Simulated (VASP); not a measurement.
# BaTe in VASP: further runs

Runs on BaTe. Level: PBE. Tasks: single point, relaxation of shape and atoms at fixed volume.

All numbers are computed with VASP 6.6.1; they aren't measurements. Logs are shortened: lines on timing, memory, paths and dates and some standing lists are left out, and cuts for length are marked.

### 1 The cell of the first run

The typed cell holds 4 atoms: a = 6.001 Å, b = 6.001 Å, c = 4.244 Å, α = 90.00°, β = 90.00°, γ = 90.00°.

### 2 Single point, PBE

INCAR reads:

```
PREC = Accurate
ENCUT = 520
EDIFF = 1E-7
ISMEAR = 0
SIGMA = 0.05
LREAL = False
LASPH = True
NELM = 60
ALGO = Normal
ISIF = 2
LWAVE = False
LCHARG = False
GGA = PE
NBANDS = 24
```

KPOINTS reads:

```
regular mesh
0
Gamma
  6 6 8
```

POSCAR reads:

```
BaTe
1.0
    6.0014404072      0.0000000000      0.0000000000
    0.0000000000      6.0014404072      0.0000000000
    0.0000000000      0.0000000000      4.2436295593
Ba Te
2 2
Direct
    0.5000000000      0.0000000000      0.4999515426
    0.0000000000      0.5000000000      0.5000484574
    0.0000000000      0.0000000000      0.0047129467
    0.5000000000      0.5000000000      0.0000000000
```

Potentials or basis: VASP PAW PBE potentials, release 64 (Ba_sv, Te).

Run with:

```bash
$ cat potpaw_PBE.64/Ba_sv/POTCAR potpaw_PBE.64/Te/POTCAR > POTCAR
$ mpirun -np 1 vasp_std > vasp.out
```

OUTCAR:

```text
PREC = Accurate
   ENCUT = 520
   EDIFF = 1E-7
   ISMEAR = 0
   LREAL = False
   LASPH = True
   NELM = 60
   ISIF = 2
   GGA = PE

 ion  position               nearest neighbor table
   1  0.500  0.000  0.500-   3 3.66   3 3.66   4 3.67   4 3.67   4 3.68   4 3.68   3 3.69   3 3.69
                             2 4.24   2 4.24   2 4.24   2 4.24
   2  0.000  0.500  0.500-   3 3.66   3 3.66   4 3.67   4 3.67   4 3.68   4 3.68   3 3.69   3 3.69
                             1 4.24   1 4.24   1 4.24   1 4.24
   3  0.000  0.000  0.005-   1 3.66   1 3.66   2 3.66   2 3.66   2 3.69   2 3.69   1 3.69   1 3.69

   4  0.500  0.500  0.000-   1 3.67   2 3.67   1 3.67   2 3.67   2 3.68   1 3.68   2 3.68   1 3.68

  LATTYP: Found a simple tetragonal cell.
 ALAT       =     6.0014404072
 C/A-ratio  =     0.7071018408

  Lattice vectors:

 A1 = (   6.0014404072,   0.0000000000,   0.0000000000)
 A2 = (   0.0000000000,   6.0014404072,   0.0000000000)
 A3 = (   0.0000000000,   0.0000000000,   4.2436295593)

Analysis of symmetry for initial positions (statically):
=====================================================================
 Subroutine PRICEL returns:
 Original cell was already a primitive cell.

 Routine SETGRP: Setting up the symmetry group for a
 simple tetragonal supercell.

 Subroutine GETGRP returns: Found  4 space group operations
 (whereof  4 operations were pure point group operations)
 out of a pool of 16 trial point group operations.

The static configuration has the point symmetry C_2v.

Analysis of symmetry for dynamics (positions and initial velocities):
=====================================================================
 Subroutine PRICEL returns:
 Original cell was already a primitive cell.

 Routine SETGRP: Setting up the symmetry group for a
 simple tetragonal supercell.

 Subroutine GETGRP returns: Found  4 space group operations
 (whereof  4 operations were pure point group operations)
 out of a pool of 16 trial point group operations.

The dynamic configuration has the point symmetry C_2v.

 Subroutine INISYM returns: Found  4 space group operations
 (whereof  4 operations are pure point group operations),
 and found     1 'primitive' translations

----------------------------------------------------------------------------------------

                                     Primitive cell

  volume of cell :     152.8440

  direct lattice vectors                    reciprocal lattice vectors
     6.001440407  0.000000000  0.000000000     0.166626665  0.000000000  0.000000000
     0.000000000  6.001440407  0.000000000     0.000000000  0.166626665  0.000000000
     0.000000000  0.000000000  4.243629559     0.000000000  0.000000000  0.235647336

  length of vectors
     6.001440407  6.001440407  4.243629559     0.166626665  0.166626665  0.235647336

  position of ions in fractional coordinates (direct lattice)
     0.500000000  0.000000000  0.499951543
     0.000000000  0.500000000  0.500048457
     0.000000000  0.000000000  0.004712947
     0.500000000  0.500000000  0.000000000

  ion indices of the primitive-cell ions
   primitive index   ion index
                 1           1
                 2           2
                 3           3
                 4           4

----------------------------------------------------------------------------------------

 KPOINTS: regular mesh

Automatic generation of k-mesh.
 Grid dimensions read from file:
 generate k-points for:    6    6    8

 Generating k-lattice:

  Cartesian coordinates                     Fractional coordinates (reciprocal lattice)
     0.027771111  0.000000000  0.000000000     0.166666667  0.000000000  0.000000000
     0.000000000  0.027771111  0.000000000     0.000000000  0.166666667  0.000000000
     0.000000000  0.000000000  0.029455917     0.000000000  0.000000000  0.125000000

  Length of vectors
     0.027771111  0.027771111  0.029455917

  Shift w.r.t. Gamma in fractional coordinates (k-lattice)
     0.000000000  0.000000000  0.000000000

 Subroutine IBZKPT returns following result:
 ===========================================

 Found     80 irreducible k-points:

 Following reciprocal coordinates:
            Coordinates               Weight
  0.000000  0.000000  0.000000      1.000000
  0.166667  0.000000  0.000000      2.000000
  0.000000  0.166667  0.000000      2.000000
  0.333333  0.000000  0.000000      2.000000
  0.000000  0.333333  0.000000      2.000000
  0.500000  0.000000  0.000000      1.000000
[... 16 lines left out ...]
  0.000000  0.500000  0.125000      2.000000
  0.166667  0.166667  0.125000      8.000000
 [... further k-points ...]
   k-points           NKPTS =     80   k-points in BZ     NKDIM =     80   number of bands    NBANDS=     24
   number of dos      NEDOS =    301   number of ions     NIONS =      4
   total plane-waves  NPLWV =  73728
   dimension x,y,z NGX =    48 NGY =   48 NGZ =   32
   dimension x,y,z NGXF=    96 NGYF=   96 NGZF=   64
   ions per type =               2   2
   NGX,Y,Z   is equivalent  to a cutoff of  13.30, 13.30, 12.54 a.u.
   NGXF,Y,Z  is equivalent  to a cutoff of  26.59, 26.59, 25.07 a.u.
 SYSTEM =  unknown system
   PREC   = accura    normal or accurate (medium, high low for compatibility)
   ISTART =      0    job   : 0-new  1-cont  2-samecut
   ICHARG =      2    charge: 1-file 2-atom 10-const
   ISPIN  =      1    spin polarized calculation?
   LNONCOLLINEAR =      F non collinear calculations
   LSORBIT =      F    spin-orbit coupling
   LASPH  =      T    aspherical Exc in radial PAW
   ENCUT  =  520.0 eV  38.22 Ry    6.18 a.u.  11.16 11.16  7.89*2*pi/ulx,y,z
   NELM   =     60;   NELMIN=  2; NELMDL= -5     # of ELM steps
   EDIFF  = 0.1E-06   stopping-criterion for ELM
   LREAL  =      F    real-space projection
   EDIFFG = 0.1E-05   stopping-criterion for IOM
   NSW    =      0    number of steps for IOM
   IBRION =     -1    ionic relax: 0-MD 1-quasi-New 2-CG
   NFREE  =      0    steps in history (QN), initial steepest desc. (CG)
   ISIF   =      2    stress and relaxation
   ISYM   =      2    0-nonsym 1-usesym 2-fastsym
   POTIM  = 0.5000    time-step for ionic-motion
   TEBEG  =    0.0;   TEEND  =   0.0 temperature during run
   PSTRESS=    0.0 pullay stress
   NELECT =      32.0000    total number of electrons
   NUPDOWN=      -1.0000    fix difference up-down
   EMIN   =  10.00;   EMAX   =-10.00  energy-range for DOS
   EFERMI =   0.00;   METHOD = LEGACY
   ISMEAR =     0;   SIGMA  =   0.05  broadening in eV -4-tet -1-fermi 0-gaus
   EFERMI_NEDOS =   21; number of points for ismear=-14 and -15
   IALGO  =     38    algorithm
   IMIX   =      4    mixing-type and parameters
     AMIX     =   0.40;   BMIX     =  1.00
     AMIX_MAG =   1.60;   BMIX_MAG =  1.00
  volume/ion in A,a.u.               =      38.21       257.86
  Fermi-wavevector in a.u.,A,eV,Ry     =   0.972095  1.836993 12.857077  0.944969
  Thomas-Fermi vector in A             =   2.102366
   LORBIT       =      0    0 simple, 1 ext, 2 COOP (PROOUT), +10 PAW based schemes
   GGA     = PE    functional components
   LHFCALC =     F    Hartree Fock is set to
   AEXX    =    0.0000 exact exchange contribution
   IVDW    =     0    specifies the selected vdW correction
   LEPSILON=     F    determine dielectric tensor
   LRPA    =     F    only Hartree local field effects (RPA)
 non-spin polarized calculation
 Gauss-broadening in eV      SIGMA  =   0.05
  energy-cutoff  :      520.00
  volume of cell :      152.84
 maximum number of plane-waves:      4176
 NGX is ok and might be reduce to    48
   NGX = 23   NGY = 23   NGZ = 15

 number of electron      31.9999999 magnetization

 Free energy of the ion-electron system (eV)
  ---------------------------------------------------
  ext. energy  EPLUGINS =         0.00000000
  ---------------------------------------------------
  free energy    TOTEN  =       -16.58321828 eV

  energy without entropy =      -16.58321828  energy(sigma->0) =      -16.58321828

 E-fermi :   4.1665     XC(G=0):  -8.8390

 val. band max:        3.9078788228   @ k =   0.5000   0.5000   0.5000
 cond. band min:       4.6659270812   @ k =   0.0000   0.0000   0.0000
 fundamental gap:      0.7580482583
 Fermi energy:         4.1664700647

 k-point     1 :       0.0000    0.0000    0.0000
  band No.  band energies     occupation
      1     -24.1958      2.00000
      2     -24.1421      2.00000
      3      -9.5913      2.00000
      4      -9.5913      2.00000
      5      -9.2282      2.00000
      6      -9.2281      2.00000
[... 16 lines left out ...]
     23       6.8196      0.00000
     24       8.4743      0.00000

 k-point     2 :       0.1667    0.0000    0.0000
  band No.  band energies     occupation
      1     -24.1921      2.00000
      2     -24.1457      2.00000
      3      -9.5915      2.00000
      4      -9.5680      2.00000
      5      -9.2844      2.00000
      6      -9.2536      2.00000
[... 16 lines left out ...]
     23       7.2281      0.00000
     24       8.3118      0.00000

 k-point     3 :       0.0000    0.1667    0.0000
  band No.  band energies     occupation
      1     -24.1921      2.00000
      2     -24.1457      2.00000
      3      -9.5915      2.00000
      4      -9.5680      2.00000
      5      -9.2844      2.00000
      6      -9.2536      2.00000
[... 16 lines left out ...]
     23       7.2281      0.00000
     24       8.3118      0.00000

 k-point     4 :       0.3333    0.0000    0.0000
  band No.  band energies     occupation
      1     -24.1822      2.00000
      2     -24.1553      2.00000
      3      -9.5760      2.00000
      4      -9.5037      2.00000
      5      -9.4063      2.00000
      6      -9.3222      2.00000
[... 16 lines left out ...]
     23       7.9270      0.00000
     24       8.1802      0.00000

 k-point     5 :       0.0000    0.3333    0.0000
  band No.  band energies     occupation
      1     -24.1822      2.00000
      2     -24.1553      2.00000
      3      -9.5760      2.00000
      4      -9.5037      2.00000
      5      -9.4063      2.00000
      6      -9.3222      2.00000
[... 16 lines left out ...]
     23       7.9269      0.00000
     24       8.1802      0.00000

 k-point     6 :       0.5000    0.0000    0.0000
  band No.  band energies     occupation
      1     -24.1687      2.00000
      2     -24.1687      2.00000
      3      -9.5164      2.00000
      4      -9.5164      2.00000
      5      -9.4140      2.00000
      6      -9.4140      2.00000
[... 16 lines left out ...]
     23       7.4957      0.00000
     24       7.4972      0.00000
[... 379 lines left out ...]
 k-point    21 :       0.0000    0.3333    0.1250
  band No.  band energies     occupation
      1     -24.1782      2.00000
      2     -24.1516      2.00000
      3      -9.5587      2.00000
      4      -9.4926      2.00000
      5      -9.4015      2.00000
      6      -9.3134      2.00000
[... 16 lines left out ...]
     23       8.1217      0.00000
     24       8.1653      0.00000

 k-point    22 :       0.5000    0.0000    0.1250
  band No.  band energies     occupation
      1     -24.1649      2.00000
      2     -24.1649      2.00000
      3      -9.5002      2.00000
      4      -9.5001      2.00000
      5      -9.4041      2.00000
      6      -9.4041      2.00000
[... 16 lines left out ...]
     23       8.0349      0.00000
     24       8.0354      0.00000

 k-point    23 :       0.0000    0.5000    0.1250
  band No.  band energies     occupation
      1     -24.1649      2.00000
      2     -24.1649      2.00000
      3      -9.5002      2.00000
      4      -9.5001      2.00000
      5      -9.4041      2.00000
      6      -9.4041      2.00000
[... 16 lines left out ...]
     23       8.0349      0.00000
     24       8.0354      0.00000

 k-point    24 :       0.1667    0.1667    0.1250
  band No.  band energies     occupation
      1     -24.1850      2.00000
      2     -24.1450      2.00000
      3      -9.6304      2.00000
      4      -9.4819      2.00000
      5      -9.3898      2.00000
      6      -9.2896      2.00000
[... 16 lines left out ...]
     23       8.0523      0.00000
     24       8.2136      0.00000

 [... further k-points ...]

------------------------ aborting loop because EDIFF is reached ----------------------------------------

  FORCE on cell =-STRESS in cart. coord.  units (eV):
  Direction    XX          YY          ZZ          XY          YZ          ZX
  --------------------------------------------------------------------------------------
  -------------------------------------------------------------------------------------
  Total        0.4404404      0.4403689      0.4508801      0.0000000      0.0000000      0.0000000
  in kB        4.6168876      4.6161381      4.7263212      0.0000000      0.0000000      0.0000000
  external PRESSURE =       4.6531156 kB  Pullay stress =       0.0000000 kB

 VOLUME and BASIS-vectors are now :
 -----------------------------------------------------------------------------
  energy-cutoff  :      520.00
  volume of cell :      152.84
      direct lattice vectors                 reciprocal lattice vectors
     6.001440407  0.000000000  0.000000000     0.166626665  0.000000000  0.000000000
     0.000000000  6.001440407  0.000000000     0.000000000  0.166626665  0.000000000
     0.000000000  0.000000000  4.243629559     0.000000000  0.000000000  0.235647336

 POSITION                                       TOTAL-FORCE (eV/Angst)
 -----------------------------------------------------------------------------------
      3.00072      0.00000      2.12161         0.000000      0.000000      0.010408
      0.00000      3.00072      2.12202         0.000000      0.000000      0.010308
      0.00000      0.00000      0.02000         0.000000      0.000000     -0.013433
      3.00072      3.00072      0.00000         0.000000      0.000000     -0.007283
 -----------------------------------------------------------------------------------
    total drift:                                0.000000      0.000000      0.000030

  FREE ENERGIE OF THE ION-ELECTRON SYSTEM (eV)
  ---------------------------------------------------
  free  energy   TOTEN  =       -16.5832182843 eV

  energy  without entropy=      -16.5832182843  energy(sigma->0) =      -16.58321828
```

Run time: 4.4 min. Hardware: 1 thread of Intel Xeon 8259CL, shared host; peak memory 0.44 GiB.

What came out:

| Property | Result |
| --- | --- |
| Free energy | -16.5832 eV |
| Pressure | 0.5 GPa |
| Largest force | 0.013 eV/Å |
| Band gap on the k mesh | 0.76 eV |

Forces on the atoms (eV/Å):
```
Ba   0.000  0.000  0.010
Ba   0.000  0.000  0.010
Te   0.000  0.000 -0.013
Te   0.000  0.000 -0.007
```

Caveat: semilocal functionals underestimate gaps, and a narrow one can read as zero; spin-orbit coupling is left out, which moves the levels of the heavy elements. A k mesh can miss the band edges.

### 3 Single point, PBE

This run uses another cell than the first one, of 38.98 Å³/atom.

INCAR reads:

```
PREC = Accurate
ENCUT = 520
EDIFF = 1E-6
ISMEAR = 0
SIGMA = 0.05
LREAL = F
LASPH = T
NELM = 60
ALGO = Normal
ISIF = 2
LWAVE = F
LCHARG = T
GGA = PE
LELF = T
LVHAR = T
NBANDS = 24
```

KPOINTS reads:

```
Automatic mesh
0
Gamma
  6 6 8
```

POSCAR reads:

```
BaTe
1.0
    6.1214692153      0.0000000000      0.0000000000
    0.0000000000      6.0014404072      0.0000000000
    0.0000000000      0.0000000000      4.2436295593
Ba Te
2 2
Direct
    0.5000000000      0.0000000000      0.4999515426
    0.0000000000      0.5000000000      0.5000484574
    0.0000000000      0.0000000000      0.0000000000
    0.5000000000      0.5000000000      0.0000000000
```

Potentials or basis: VASP PAW PBE potentials, release 64 (Ba_sv, Te).

Run with:

```bash
$ cat potpaw_PBE.64/Ba_sv/POTCAR potpaw_PBE.64/Te/POTCAR > POTCAR
$ mpirun -np 1 vasp_std > vasp.out
```

It took 4.3 min on 1 thread of Intel Xeon 8259CL, shared host; peak memory 0.44 GiB.

The run converged. Its results:

```yaml
Free_energy: -16.5825 eV
Pressure: -0.2 GPa
Band_gap_on_the_k_mesh: 0.75 eV
```

Stress tensor (GPa, compression positive):
```
-0.54  0.00  0.00
 0.00 -0.26  0.00
 0.00  0.00  0.32
```

Levels at points of the mesh, in eV from the valence-band top:
| k point | band 14 | band 15 | band 16 | band 17 | band 18 | band 19 |
| --- | --- | --- | --- | --- | --- | --- |
| (0.00, 0.00, 0.00) | -0.45 | -0.37 | 0.00 | 0.75 | 0.76 | 0.91 |
| (0.50, 0.00, 0.00) | -1.57 | -0.52 | -0.52 | 1.65 | 1.65 | 3.08 |
| (0.00, 0.50, 0.00) | -1.63 | -0.57 | -0.57 | 1.75 | 1.75 | 3.01 |
| (0.50, 0.50, 0.00) | -0.95 | -0.84 | -0.84 | 1.53 | 1.53 | 4.78 |
| (0.00, 0.00, 0.50) | -2.91 | -1.01 | -0.85 | 1.57 | 4.56 | 4.70 |
| (0.50, 0.00, 0.50) | -2.15 | -1.27 | -1.27 | 2.44 | 2.44 | 2.63 |
| (0.00, 0.50, 0.50) | -2.10 | -1.24 | -1.24 | 2.52 | 2.52 | 2.56 |
| (0.50, 0.50, 0.50) | -2.06 | -0.07 | -0.07 | 0.96 | 0.96 | 2.41 |

Caveat: semilocal functionals underestimate gaps, and a narrow one can read as zero; spin-orbit coupling is left out, which moves the levels of the heavy elements.

### 4 Relaxation of shape and atoms at fixed volume, PBE (36.11 Å³/atom)

This run uses another cell than the first one, of 36.11 Å³/atom.

INCAR reads:

```
PREC = Accurate ; ENCUT = 600
EDIFF = 1E-7 ; ISMEAR = 0
SIGMA = 0.05 ; LREAL = False
LASPH = True ; NELM = 100
ALGO = Normal ; ISIF = 4
LWAVE = False ; LCHARG = False
GGA = PE ; IBRION = 2
NSW = 60 ; EDIFFG = -0.01
```

KPOINTS is that of step 3.

POSCAR reads:

```
BaTe
1.0
    5.8893328586      0.0000000000      0.0000000000
    0.0000000000      5.8893328586      0.0000000000
    0.0000000000      0.0000000000      4.1643581052
Ba Te
2 2
Direct
    0.5000000000      0.0000000000      0.4999515426
    0.0000000000      0.5000000000      0.5000484574
    0.0000000000      0.0000000000      0.0000000000
    0.5000000000      0.5000000000      0.0000000000
```

Run with:

```bash
$ cat potpaw_PBE.64/Ba_sv/POTCAR potpaw_PBE.64/Te/POTCAR > POTCAR
$ mpirun -np 1 vasp_std > vasp.out
```

Wall time 2.8 min (1 thread of Intel Xeon 8259CL, shared host); peak memory 0.39 GiB.

The run converged. Its results:

| Item | Value |
| --- | --- |
| Free energy | -16.5055 eV |
| Pressure after relaxing | 2.6 GPa |
| Band gap on the k mesh | 0.61 eV |

Final structure:
```xyz
4
Lattice="5.8893 0.0000 0.0000 0.0000 5.8893 0.0000 0.0000 0.0000 4.1644" Properties=species:S:1:pos:R:3 pbc="T T T"
Ba    2.9447    0.0000    2.0820
Ba    0.0000    2.9447    2.0824
Te    0.0000    0.0000    0.0000
Te    2.9447    2.9447    0.0000
```

Levels at points of the mesh, in eV from the valence-band top:
| k point | band 14 | band 15 | band 16 | band 17 | band 18 | band 19 |
| --- | --- | --- | --- | --- | --- | --- |
| (0.00, 0.00, 0.00) | -0.38 | -0.38 | 0.00 | 0.61 | 0.61 | 0.92 |
| (0.50, 0.00, 0.00) | -1.65 | -0.62 | -0.62 | 1.72 | 1.72 | 3.23 |
| (0.50, 0.50, 0.00) | -0.98 | -0.98 | -0.98 | 1.48 | 1.48 | 4.75 |
| (0.00, 0.00, 0.50) | -3.19 | -0.98 | -0.98 | 1.48 | 4.75 | 4.99 |
| (0.50, 0.00, 0.50) | -2.33 | -1.27 | -1.27 | 2.55 | 2.55 | 2.68 |
| (0.50, 0.50, 0.50) | -2.15 | 0.00 | 0.00 | 0.92 | 0.92 | 2.60 |

Caveat: semilocal functionals underestimate gaps, and a narrow one can read as zero; spin-orbit coupling is left out, which moves the levels of the heavy elements. A k mesh can miss the band edges.

### 5 The runs side by side

```tsv
task	cell	cutoff (eV)	gap on the mesh (eV)	pressure (GPa)
single point	a = 6.001, b = 6.001, c = 4.244 Å, 4 atoms, atomic positions A	520	0.76	0.5
single point	a = 6.121, b = 6.001, c = 4.244 Å, 4 atoms, atomic positions B	520	0.75	-0.2
relaxation of shape and atoms at fixed volume	relaxed from a = 5.889, b = 5.889, c = 4.164 Å, 4 atoms, atomic positions B	600	0.61	2.6
```

Alike in all rows: level PBE; potentials or basis VASP PAW PBE potentials, release 64 (Ba_sv, Te); no spin polarisation; k mesh 6 × 6 × 8; smearing gaussian 0.05 eV.

Caveats: semilocal functionals underestimate gaps, and a narrow one can read as zero; spin-orbit coupling is left out, which moves the levels of the heavy elements.

Absolute energies hang on the potentials; compare differences alone.
